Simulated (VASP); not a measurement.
Co, 2 atoms in the cell. It takes space group P6_3/mmc (No. 194, hexagonal). Conventional cell: a = 2.286 Å, b = 2.286 Å, c = 3.687 Å, α = 90.00°, β = 90.00°, γ = 120.00°. Within 3.0 Å of Co (site symmetry -6m2) lie 12 Co at 2.27 to 2.29 Å. 

```yaml
Program: VASP 6.6.1
Task: single point
Functional: LDA
Potentials_or_basis: VASP PAW LDA potentials, release 64 (Co)
Cutoff: 520 eV
k_mesh: 24 × 24 × 12
Occupations: gaussian, width 0.15 eV
Spin: collinear spin, ferromagnetic start
Starting_moments: "[1.925, 1.925] μB"
Fixed_moment: 3.85 μB
Dipole_correction: no
Further_INCAR_settings: ALGO = Fast; EDIFF = 1e-07; NBANDS = 20
```

Potentials or basis: VASP PAW LDA potentials, release 64 (Co).

Command:

```bash
$ cat potpaw_LDA.64/Co/POTCAR > POTCAR
$ mpirun -np 1 vasp_std > vasp.out
```

Hardware: 1 thread of Intel(R) Xeon(R) 6975P-C (Granite Rapids) (shared host).

Estimate the wall time of this run.

Run time: 2.2 min on 1 thread of Intel(R) Xeon(R) 6975P-C (Granite Rapids) (shared host), peak memory 0.29 GiB. Counts: scf iterations 15, k points 427.
